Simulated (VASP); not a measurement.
# AlCu3N4 in VASP: density of states with PBE

Aim: the density of states of AlCu3N4 with PBE.

Program: VASP 6.6.1. These are calculated values, not measurements. Logs are shortened: lines on timing, memory, paths and dates and some standing lists are left out, and cuts for length are marked.

## (1) The cell of the first run

The typed cell holds 8 atoms: a = 4.145 Å, b = 4.145 Å, c = 4.145 Å, α = 90.00°, β = 90.00°, γ = 90.00°.

## (2) Density of states, PBE

Contents of POSCAR:

```
AlCu3N4
1.0
    4.1452767932      0.0000000000      0.0000000000
    0.0000000000      4.1452767932      0.0000000000
    0.0000000000      0.0000000000      4.1454972274
Al Cu N
1 3 4
Direct
    0.5000000000      0.5000000000      0.0000000000
    0.5000000000      0.0000000000      0.5000000000
    0.0000000000      0.5000000000      0.5000000000
    0.0000000000      0.0000000000      0.0000000000
    0.5000000000      0.5000000000      0.5000000000
    0.5000000000      0.0000000000      0.0000000000
    0.0000000000      0.5000000000      0.0000000000
    0.0000000000      0.0000000000      0.5000000000
```

Contents of INCAR.step1:

```
ALGO = Normal
EDIFF = 1E-7
ENCUT = 520
GGA = PE
ISIF = 2
ISMEAR = 0
LASPH = True
LCHARG = True
LMAXMIX = 4
LREAL = False
LWAVE = False
NBANDS = 38
NELM = 80
PREC = Accurate
SIGMA = 0.1
```

Contents of KPOINTS.step1:

```
k-points
0
Gamma
  8 8 8
```

Contents of INCAR.step2:

```
ALGO = Normal
EDIFF = 1E-7
ENCUT = 520
GGA = PE
ICHARG = 11
ISIF = 2
ISMEAR = -5
LASPH = True
LCHARG = False
LMAXMIX = 4
LORBIT = 11
LREAL = False
LWAVE = False
NEDOS = 1001
NELM = 80
PREC = Accurate
SIGMA = 0.1
```

Contents of KPOINTS.step2:

```
k-points
0
Gamma
  12 12 12
```

Potentials or basis: VASP PAW PBE potentials, release 64 (Al, Cu, N).

Run with:

```console
$ cat potpaw_PBE.64/Al/POTCAR potpaw_PBE.64/Cu/POTCAR potpaw_PBE.64/N/POTCAR > POTCAR
$ cp INCAR.step1 INCAR
$ cp KPOINTS.step1 KPOINTS
$ mpirun -np 1 vasp_std > vasp.out
$ cp INCAR.step2 INCAR
$ cp KPOINTS.step2 KPOINTS
$ mpirun -np 1 vasp_std > vasp.out
```

OUTCAR:

```text
EDIFF = 1E-7
   ENCUT = 520
   GGA = PE
   ICHARG = 11
   ISIF = 2
   ISMEAR = -5
   LASPH = True
   LORBIT = 11
   LREAL = False
   NELM = 80
   PREC = Accurate

 ion  position               nearest neighbor table
   1  0.500  0.500  0.000-   6 2.07   7 2.07   6 2.07   7 2.07   5 2.07   5 2.07   4 2.93   4 2.93
                             4 2.93   4 2.93   3 2.93   2 2.93   2 2.93   3 2.93   3 2.93   2 2.93
   2  0.500  0.000  0.500-   5 2.07   8 2.07   5 2.07   8 2.07   6 2.07   6 2.07   1 2.93   1 2.93
                             1 2.93   1 2.93
   3  0.000  0.500  0.500-   5 2.07   8 2.07   8 2.07   5 2.07   7 2.07   7 2.07   1 2.93   1 2.93
                             1 2.93   1 2.93
   4  0.000  0.000  0.000-   6 2.07   7 2.07   7 2.07   6 2.07   8 2.07   8 2.07   1 2.93   1 2.93
                             1 2.93   1 2.93
   5  0.500  0.500  0.500-   2 2.07   3 2.07   2 2.07   3 2.07   1 2.07   1 2.07
   6  0.500  0.000  0.000-   1 2.07   4 2.07   1 2.07   4 2.07   2 2.07   2 2.07
   7  0.000  0.500  0.000-   1 2.07   4 2.07   4 2.07   1 2.07   3 2.07   3 2.07
   8  0.000  0.000  0.500-   2 2.07   3 2.07   3 2.07   2 2.07   4 2.07   4 2.07

  LATTYP: Found a simple tetragonal cell.
 ALAT       =     4.1452767932
 C/A-ratio  =     1.0000531772

  Lattice vectors:

 A1 = (   4.1452767932,   0.0000000000,   0.0000000000)
 A2 = (   0.0000000000,   4.1452767932,   0.0000000000)
 A3 = (   0.0000000000,   0.0000000000,   4.1454972274)

Analysis of symmetry for initial positions (statically):
=====================================================================
 Subroutine PRICEL returns:
 Original cell was already a primitive cell.

 Routine SETGRP: Setting up the symmetry group for a
 simple tetragonal supercell.

 Subroutine GETGRP returns: Found 16 space group operations
 (whereof 16 operations were pure point group operations)
 out of a pool of 16 trial point group operations.

The static configuration has the point symmetry D_4h.

Analysis of symmetry for dynamics (positions and initial velocities):
=====================================================================
 Subroutine PRICEL returns:
 Original cell was already a primitive cell.

 Routine SETGRP: Setting up the symmetry group for a
 simple tetragonal supercell.

 Subroutine GETGRP returns: Found 16 space group operations
 (whereof 16 operations were pure point group operations)
 out of a pool of 16 trial point group operations.

The dynamic configuration has the point symmetry D_4h.

 Subroutine INISYM returns: Found 16 space group operations
 (whereof 16 operations are pure point group operations),
 and found     1 'primitive' translations

[... 129 lines left out ...]
  volume/ion in A,a.u.               =       8.90        60.09
  Fermi-wavevector in a.u.,A,eV,Ry     =   1.510925  2.855234 31.060668  2.282895
  Thomas-Fermi vector in A             =   2.621050
   LORBIT       =     11    0 simple, 1 ext, 2 COOP (PROOUT), +10 PAW based schemes
   GGA     = PE    functional components
   LHFCALC =     F    Hartree Fock is set to
   AEXX    =    0.0000 exact exchange contribution
   IVDW    =     0    specifies the selected vdW correction
   LEPSILON=     F    determine dielectric tensor
   LRPA    =     F    only Hartree local field effects (RPA)
 non-spin polarized calculation
 Fermi weights with tetrahedron method with Bloechl corrections
  energy-cutoff  :      520.00
  volume of cell :       71.23
 maximum number of plane-waves:      1936
 NGX is ok and might be reduce to    32

 number of electron      55.9999964 magnetization

 Free energy of the ion-electron system (eV)
  ---------------------------------------------------
  ext. energy  EPLUGINS =         0.00000000
  ---------------------------------------------------
  free energy    TOTEN  =       -44.68856995 eV

  energy without entropy =      -44.68856995  energy(sigma->0) =      -44.68856995

 E-fermi :   7.9387     XC(G=0): -12.6956

 val. band max:        7.9415764977   @ k =   0.2500   0.2500   0.2500
 cond. band min:       7.8923444028   @ k =   0.2500   0.0833   0.2500
 fundamental gap:     -0.0492320949
 Fermi energy:         7.9387260755

 k-point     1 :       0.0000    0.0000    0.0000
  band No.  band energies     occupation
      1      -8.9041      2.00000
      2      -6.0660      2.00000
      3      -5.8269      2.00000
      4      -5.8267      2.00000
      5       1.5738      2.00000
      6       1.5740      2.00000
[... 853 lines left out ...]
     32      15.4041      0.00000
     33      16.9417      0.00000

 [... further k-points ...]

------------------------ aborting loop because EDIFF is reached ----------------------------------------

  FORCE on cell =-STRESS in cart. coord.  units (eV):
  Direction    XX          YY          ZZ          XY          YZ          ZX
  --------------------------------------------------------------------------------------
  -------------------------------------------------------------------------------------
  Total       -1.0130310     -1.0130310     -1.0181976      0.0000000     -0.0000000      0.0000000
  in kB      -22.7850300    -22.7850300    -22.9012365      0.0000000     -0.0000000      0.0000000
  external PRESSURE =     -22.8237655 kB  Pullay stress =       0.0000000 kB

 VOLUME and BASIS-vectors are now :
 -----------------------------------------------------------------------------
  energy-cutoff  :      520.00
  volume of cell :       71.23
      direct lattice vectors                 reciprocal lattice vectors
     4.145276793  0.000000000  0.000000000     0.241238414  0.000000000  0.000000000
     0.000000000  4.145276793  0.000000000     0.000000000  0.241238414  0.000000000
     0.000000000  0.000000000  4.145497227     0.000000000  0.000000000  0.241225586

 POSITION                                       TOTAL-FORCE (eV/Angst)
 -----------------------------------------------------------------------------------
      2.07264      2.07264      0.00000         0.000000      0.000000      0.000000
      2.07264      0.00000      2.07275         0.000000      0.000000      0.000000
      0.00000      2.07264      2.07275         0.000000      0.000000      0.000000
      0.00000      0.00000      0.00000         0.000000      0.000000      0.000000
      2.07264      2.07264      2.07275         0.000000      0.000000      0.000000
      2.07264      0.00000      0.00000         0.000000      0.000000      0.000000
      0.00000      2.07264      0.00000         0.000000      0.000000      0.000000
      0.00000      0.00000      2.07275         0.000000      0.000000      0.000000
 -----------------------------------------------------------------------------------
    total drift:                                0.000000      0.000000     -0.000000

  FREE ENERGIE OF THE ION-ELECTRON SYSTEM (eV)
  ---------------------------------------------------
  free  energy   TOTEN  =       -44.6885699544 eV

  energy  without entropy=      -44.6885699544  energy(sigma->0) =      -44.68856995

 total charge

# of ion       s       p       d       tot
------------------------------------------
    1        0.316   0.351   0.000   0.667
    2        0.406   0.474   9.078   9.958
    3        0.406   0.474   9.078   9.958
    4        0.406   0.474   9.078   9.958
    5        1.266   2.401   0.000   3.667
    6        1.266   2.401   0.000   3.667
    7        1.266   2.401   0.000   3.667
    8        1.290   2.298   0.000   3.588
--------------------------------------------------
tot          6.620  11.275  27.235  45.129
```

OUTCAR.step1:

```text
EDIFF = 1E-7
   ENCUT = 520
   GGA = PE
   ISIF = 2
[... 1235 lines left out ...]
      2.07264      2.07264      2.07275         0.000000      0.000000      0.000000
      2.07264      0.00000      0.00000         0.000000      0.000000      0.000000
      0.00000      2.07264      0.00000         0.000000      0.000000      0.000000
      0.00000      0.00000      2.07275         0.000000      0.000000      0.000000
 -----------------------------------------------------------------------------------
    total drift:                                0.000000      0.000000     -0.000000

  FREE ENERGIE OF THE ION-ELECTRON SYSTEM (eV)
  ---------------------------------------------------
  free  energy   TOTEN  =       -44.7085977292 eV

  energy  without entropy=      -44.6875107957  energy(sigma->0) =      -44.69805426
```

Run time: 6.3 min. Hardware: 1 thread of Intel Xeon Platinum 8259CL at 2.50GHz (Skylake/Cascade Lake), shared host; peak memory 0.46 GiB.

Results:

| Quantity | Value |
| --- | --- |
| Valence electrons inside the program's atomic spheres | Al 0.67; Cu 9.96; N 3.67, 3.59 |

Caveat: tetrahedron occupations give inexact forces and stress in metals.
